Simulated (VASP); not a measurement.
# Li (Fd-3m) in VASP: further runs

Li is run at these levels: PBEsol; tasks: single point, relaxation of cell and atoms.

All numbers are computed with VASP 6.6.1; they aren't measurements. Logs are shortened: lines on timing, memory, paths and dates and some standing lists are left out, and cuts for length are marked.

## (1) The cell of the first run

The structure is cubic, space group Fd-3m (No. 227). Conventional cell: a = 4.495 Å, b = 4.495 Å, c = 4.495 Å, α = 90.00°, β = 90.00°, γ = 90.00°. Within 2.6 Å of Li (site symmetry -43m) lie 4 Li at 1.95 Å.

## (2) Single point, PBEsol

Contents of INCAR:

```
SYSTEM = Li
PREC = Accurate ; ENCUT = 520
EDIFF = 1E-6 ; ISMEAR = -1
SIGMA = 0.08 ; LREAL = .FALSE.
LASPH = .TRUE. ; NELM = 60
ALGO = Normal ; ISIF = 2
LWAVE = .FALSE. ; LCHARG = .FALSE.
GGA = PS ; NBANDS = 10
```

Contents of KPOINTS:

```
Automatic mesh
0
G
  13 13 13
  0 0 0
```

Contents of POSCAR:

```
Li
1.0
    0.0000000000      2.2476094925      2.2476094925
    2.2476094925      0.0000000000      2.2476094925
    2.2476094925      2.2476094925      0.0000000000
Li
2
Direct
   -0.1250000000     -0.1250000000     -0.1250000000
    0.1250000000      0.1250000000      0.1250000000
```

Potentials or basis: VASP PAW PBE potentials, release 64 (Li_sv).

Command:

```sh
$ cat potpaw_PBE.64/Li_sv/POTCAR > POTCAR
$ mpirun -np 1 vasp_std > vasp.out
```

OUTCAR:

```text
SYSTEM = Li
   PREC = Accurate
   ENCUT = 520
   EDIFF = 1E-6
   ISMEAR = -1
   LREAL = .FALSE.
   LASPH = .TRUE.
   NELM = 60
   ISIF = 2
   GGA = PS

 ion  position               nearest neighbor table
   1  0.875  0.875  0.875-   2 1.95   2 1.95   2 1.95   2 1.95
   2  0.125  0.125  0.125-   1 1.95   1 1.95   1 1.95   1 1.95

  LATTYP: Found a face centered cubic cell.
 ALAT       =     4.4952189850

  Lattice vectors:

 A1 = (   0.0000000000,   2.2476094925,   2.2476094925)
 A2 = (   2.2476094925,   0.0000000000,   2.2476094925)
 A3 = (   2.2476094925,   2.2476094925,   0.0000000000)

Analysis of symmetry for initial positions (statically):
=====================================================================
 Subroutine PRICEL returns:
 Original cell was already a primitive cell.

 Routine SETGRP: Setting up the symmetry group for a
 face centered cubic supercell.

 Subroutine GETGRP returns: Found 48 space group operations
 (whereof 12 operations were pure point group operations)
 out of a pool of 48 trial point group operations.

The static configuration has the point symmetry D_3d.
 The point group associated with its full space group is O_h .

Analysis of symmetry for dynamics (positions and initial velocities):
=====================================================================
 Subroutine PRICEL returns:
 Original cell was already a primitive cell.

 Routine SETGRP: Setting up the symmetry group for a
 face centered cubic supercell.

 Subroutine GETGRP returns: Found 48 space group operations
 (whereof 12 operations were pure point group operations)
 out of a pool of 48 trial point group operations.

The dynamic configuration has the point symmetry D_3d.
 The point group associated with its full space group is O_h .

 Subroutine INISYM returns: Found 48 space group operations
 (whereof 12 operations are pure point group operations),
 and found     1 'primitive' translations

----------------------------------------------------------------------------------------

                                     Primitive cell

  volume of cell :      22.7087

  direct lattice vectors                    reciprocal lattice vectors
     0.000000000  2.247609493  2.247609493    -0.222458573  0.222458573  0.222458573
     2.247609493  0.000000000  2.247609493     0.222458573 -0.222458573  0.222458573
     2.247609493  2.247609493  0.000000000     0.222458573  0.222458573 -0.222458573

  length of vectors
     3.178599827  3.178599827  3.178599827     0.385309551  0.385309551  0.385309551

  position of ions in fractional coordinates (direct lattice)
     0.875000000  0.875000000  0.875000000
     0.125000000  0.125000000  0.125000000

  ion indices of the primitive-cell ions
   primitive index   ion index
                 1           1
                 2           2

----------------------------------------------------------------------------------------

 KPOINTS: Automatic mesh

Automatic generation of k-mesh.
 Grid dimensions read from file:
 generate k-points for:   13   13   13

 Generating k-lattice:

  Cartesian coordinates                     Fractional coordinates (reciprocal lattice)
    -0.017112198  0.017112198  0.017112198     0.076923077  0.000000000  0.000000000
     0.017112198 -0.017112198  0.017112198     0.000000000  0.076923077  0.000000000
     0.017112198  0.017112198 -0.017112198     0.000000000  0.000000000  0.076923077

  Length of vectors
     0.029639196  0.029639196  0.029639196

  Shift w.r.t. Gamma in fractional coordinates (k-lattice)
     0.000000000  0.000000000  0.000000000

 Subroutine IBZKPT returns following result:
 ===========================================

 Found     84 irreducible k-points:

 Following reciprocal coordinates:
            Coordinates               Weight
  0.000000  0.000000  0.000000      1.000000
  0.076923  0.000000  0.000000      8.000000
  0.153846  0.000000  0.000000      8.000000
  0.230769  0.000000  0.000000      8.000000
  0.307692  0.000000  0.000000      8.000000
  0.384615  0.000000  0.000000      8.000000
[... 16 lines left out ...]
  0.384615  0.153846  0.000000     24.000000
  0.461538  0.153846  0.000000     24.000000
 [... further k-points ...]
   k-points           NKPTS =     84   k-points in BZ     NKDIM =     84   number of bands    NBANDS=     10
   number of dos      NEDOS =    301   number of ions     NIONS =      2
   total plane-waves  NPLWV =  13824
   dimension x,y,z NGX =    24 NGY =   24 NGZ =   24
   dimension x,y,z NGXF=    48 NGYF=   48 NGZF=   48
   ions per type =               2
   NGX,Y,Z   is equivalent  to a cutoff of  12.55, 12.55, 12.55 a.u.
   NGXF,Y,Z  is equivalent  to a cutoff of  25.10, 25.10, 25.10 a.u.
 SYSTEM =  Li
   PREC   = accura    normal or accurate (medium, high low for compatibility)
   ISTART =      0    job   : 0-new  1-cont  2-samecut
   ICHARG =      2    charge: 1-file 2-atom 10-const
   ISPIN  =      1    spin polarized calculation?
   LNONCOLLINEAR =      F non collinear calculations
   LSORBIT =      F    spin-orbit coupling
   LASPH  =      T    aspherical Exc in radial PAW
   ENCUT  =  520.0 eV  38.22 Ry    6.18 a.u.   5.91  5.91  5.91*2*pi/ulx,y,z
   NELM   =     60;   NELMIN=  2; NELMDL= -5     # of ELM steps
   EDIFF  = 0.1E-05   stopping-criterion for ELM
   LREAL  =      F    real-space projection
   EDIFFG = 0.1E-04   stopping-criterion for IOM
   NSW    =      0    number of steps for IOM
   IBRION =     -1    ionic relax: 0-MD 1-quasi-New 2-CG
   NFREE  =      0    steps in history (QN), initial steepest desc. (CG)
   ISIF   =      2    stress and relaxation
   ISYM   =      2    0-nonsym 1-usesym 2-fastsym
   POTIM  = 0.5000    time-step for ionic-motion
   TEBEG  =    0.0;   TEEND  =   0.0 temperature during run
   PSTRESS=    0.0 pullay stress
   NELECT =       6.0000    total number of electrons
   NUPDOWN=      -1.0000    fix difference up-down
   EMIN   =  10.00;   EMAX   =-10.00  energy-range for DOS
   EFERMI =   0.00;   METHOD = LEGACY
   ISMEAR =    -1;   SIGMA  =   0.08  broadening in eV -4-tet -1-fermi 0-gaus
   EFERMI_NEDOS =   21; number of points for ismear=-14 and -15
   IALGO  =     38    algorithm
   IMIX   =      4    mixing-type and parameters
     AMIX     =   0.40;   BMIX     =  1.00
     AMIX_MAG =   1.60;   BMIX_MAG =  1.00
  volume/ion in A,a.u.               =      11.35        76.62
  Fermi-wavevector in a.u.,A,eV,Ry     =   1.050496  1.985150 15.014598  1.103542
  Thomas-Fermi vector in A             =   2.185501
   LORBIT       =      0    0 simple, 1 ext, 2 COOP (PROOUT), +10 PAW based schemes
   GGA     = PS    functional components
   LHFCALC =     F    Hartree Fock is set to
   AEXX    =    0.0000 exact exchange contribution
   IVDW    =     0    specifies the selected vdW correction
   LEPSILON=     F    determine dielectric tensor
   LRPA    =     F    only Hartree local field effects (RPA)
 non-spin polarized calculation
  energy-cutoff  :      520.00
  volume of cell :       22.71
 maximum number of plane-waves:       623
   NGX = 11   NGY = 11   NGZ = 11

 number of electron       6.0000014 magnetization

 Free energy of the ion-electron system (eV)
  ---------------------------------------------------
  ext. energy  EPLUGINS =         0.00000000
  ---------------------------------------------------
  free energy    TOTEN  =        -2.09718922 eV

  energy without entropy =       -2.09529632  energy(sigma->0) =       -2.09624277

 E-fermi :   3.6020     XC(G=0):  -8.6003

 val. band max:        3.5412743323   @ k =  -0.4615   0.4615   0.0000
 cond. band min:       3.7017713777   @ k =  -0.4615   0.4615   0.0000
 fundamental gap:      0.1604970454
 Fermi energy:         3.6019590933

 k-point     1 :       0.0000    0.0000    0.0000
  band No.  band energies     occupation
      1     -44.2862      2.00000
      2     -43.4728      2.00000
      3      -1.2082      2.00000
      4      12.8522      0.00000
      5      12.8522      0.00000
      6      12.8522      0.00000
      7      14.3054      0.00000
      8      14.3054      0.00000
      9      14.3054      0.00000
     10      22.2640      0.00000

 k-point     2 :       0.0769    0.0000    0.0000
  band No.  band energies     occupation
      1     -44.2768      2.00000
      2     -43.4812      2.00000
      3      -1.1382      2.00000
      4      11.4964      0.00000
      5      12.3882      0.00000
      6      12.3882      0.00000
      7      14.8824      0.00000
      8      14.8825      0.00000
      9      15.7051      0.00000
     10      20.8798      0.00000

 k-point     3 :       0.1538    0.0000    0.0000
  band No.  band energies     occupation
      1     -44.2500      2.00000
      2     -43.5054      2.00000
      3      -0.9334      2.00000
      4       9.7135      0.00000
      5      11.7108      0.00000
      6      11.7108      0.00000
      7      15.7260      0.00000
      8      15.7260      0.00000
      9      17.5865      0.00000
     10      19.6016      0.00000

 k-point     4 :       0.2308    0.0000    0.0000
  band No.  band energies     occupation
      1     -44.2086      2.00000
      2     -43.5435      2.00000
      3      -0.6034      2.00000
      4       8.0497      0.00000
      5      11.1593      0.00000
      6      11.1594      0.00000
      7      15.9328      0.00000
      8      15.9328      0.00000
      9      18.6009      0.00000
     10      19.3980      0.00000

 k-point     5 :       0.3077    0.0000    0.0000
  band No.  band energies     occupation
      1     -44.1589      2.00000
      2     -43.5897      2.00000
      3      -0.1761      2.00000
      4       6.5937      0.00000
      5      10.7723      0.00000
      6      10.7723      0.00000
      7      15.4455      0.00000
      8      15.4455      0.00000
      9      18.0536      0.00000
     10      20.6213      0.00000

 k-point     6 :       0.3846    0.0000    0.0000
  band No.  band energies     occupation
      1     -44.1103      2.00000
      2     -43.6353      2.00000
      3       0.2851      2.00000
      4       5.4369      0.00000
      5      10.5387      0.00000
      6      10.5387      0.00000
      7      14.8911      0.00000
      8      14.8911      0.00000
      9      17.7316      0.00000
     10      21.2518      0.00000
[... 183 lines left out ...]
 k-point    21 :       0.2308    0.1538    0.0000
  band No.  band energies     occupation
      1     -44.2055      2.00000
      2     -43.5464      2.00000
      3      -0.5587      2.00000
      4       8.9351      0.00000
      5       9.4137      0.00000
      6      11.8059      0.00000
      7      14.6628      0.00000
      8      15.2685      0.00000
      9      18.7276      0.00000
     10      19.2466      0.00000

 k-point    22 :       0.3077    0.1538    0.0000
  band No.  band energies     occupation
      1     -44.1612      2.00000
      2     -43.5875      2.00000
      3      -0.1693      2.00000
      4       7.5550      0.00000
      5       9.0205      0.00000
      6      10.9860      0.00000
      7      14.1589      0.00000
      8      16.2044      0.00000
      9      18.6295      0.00000
     10      20.7150      0.00000

 k-point    23 :       0.3846    0.1538    0.0000
  band No.  band energies     occupation
      1     -44.1109      2.00000
      2     -43.6348      2.00000
      3       0.3103      2.00000
      4       6.2505      0.00000
      5       8.8567      0.00000
      6      10.1338      0.00000
      7      13.8807      0.00000
      8      17.4712      0.00000
      9      17.9400      0.00000
     10      21.9022      0.00000

 k-point    24 :       0.4615    0.1538    0.0000
  band No.  band energies     occupation
      1     -44.0657      2.00000
      2     -43.6777      2.00000
      3       0.7899      2.00000
      4       5.2242      0.00000
      5       8.9225      0.00000
      6       9.4143      0.00000
      7      13.8262      0.00000
      8      17.2101      0.00000
      9      18.7052      0.00000
     10      21.6461      0.00000

 [... further k-points ...]
[... 5 lines left out ...]
  --------------------------------------------------------------------------------------
  -------------------------------------------------------------------------------------
  Total        2.3696620      2.3696620      2.3696620      0.0000000     -0.0000000      0.0000000
  in kB      167.1877397    167.1877397    167.1877397      0.0000000     -0.0000000      0.0000000
  external PRESSURE =     167.1877397 kB  Pullay stress =       0.0000000 kB

 VOLUME and BASIS-vectors are now :
 -----------------------------------------------------------------------------
  energy-cutoff  :      520.00
  volume of cell :       22.71
      direct lattice vectors                 reciprocal lattice vectors
     0.000000000  2.247609493  2.247609493    -0.222458573  0.222458573  0.222458573
     2.247609493  0.000000000  2.247609493     0.222458573 -0.222458573  0.222458573
     2.247609493  2.247609493  0.000000000     0.222458573  0.222458573 -0.222458573

 POSITION                                       TOTAL-FORCE (eV/Angst)
 -----------------------------------------------------------------------------------
      3.93332      3.93332      3.93332        -0.000000      0.000000      0.000000
      0.56190      0.56190      0.56190         0.000000     -0.000000     -0.000000
 -----------------------------------------------------------------------------------
    total drift:                                0.000000      0.000000      0.000000

  FREE ENERGIE OF THE ION-ELECTRON SYSTEM (eV)
  ---------------------------------------------------
  free  energy   TOTEN  =        -2.0971892241 eV

  energy  without entropy=       -2.0952963238  energy(sigma->0) =       -2.09624277
```

Run time: 6.9 s. Hardware: 1 thread of Intel Xeon 6975P-C (Granite Rapids), shared host; peak memory 0.13 GiB.

What came out:

- Free energy: -2.0972 eV
- Band gap on the k mesh: 0.16 eV, direct

Caveat: the cutoff is under 1.25 times the usual one of these potentials, so pressure, stress and relaxed cells hold a basis-set (Pulay) error; the PAW data sets were made with another functional, which shifts forces and pressure a little.

## (3) Single point, PBEsol

Contents of INCAR:

```
PREC = Accurate
ENCUT = 520
EDIFF = 1E-7
ISMEAR = -1
SIGMA = 0.08
LREAL = False
LASPH = True
NELM = 60
ALGO = Normal
ISIF = 2
LWAVE = False
LCHARG = False
GGA = PS
NBANDS = 10
```

Contents of KPOINTS:

```
Automatic mesh
0
Gamma
  13 13 13
```

Contents of POSCAR:

```
Li
1.0
    0.0000000000      2.2476094924      2.2476094924
    2.2476094924      0.0000000000      2.2476094924
    2.2476094924      2.2476094924      0.0000000000
Li
2
Direct
   -0.1250000000     -0.1250000000     -0.1250000000
    0.1250000000      0.1250000000      0.1250000000
```

Potentials or basis: VASP PAW PBE potentials, release 64 (Li_sv).

Command:

```sh
$ cat potpaw_PBE.64/Li_sv/POTCAR > POTCAR
$ mpirun -np 1 vasp_std > vasp.out
```

Run time: 7.1 s. Hardware: 1 thread of Intel Xeon 6975P-C (Granite Rapids), shared host; peak memory 0.13 GiB.

It converged, with:

```
Free energy            : -2.0972 eV
Band gap on the k mesh : 0.16 eV, direct
```

Levels at points of the mesh, in eV from the valence-band top:
| k point | band 1 | band 2 | band 3 | band 4 | band 5 | band 6 | band 7 |
| --- | --- | --- | --- | --- | --- | --- | --- |
| (0.00, 0.00, 0.00) | -47.83 | -47.01 | -4.75 | 9.31 | 9.31 | 9.31 | 10.76 |

Caveat: the cutoff is under 1.25 times the usual one of these potentials, so pressure, stress and relaxed cells hold a basis-set (Pulay) error; the PAW data sets were made with another functional, which shifts forces and pressure a little.

[end of part 1 of 2]
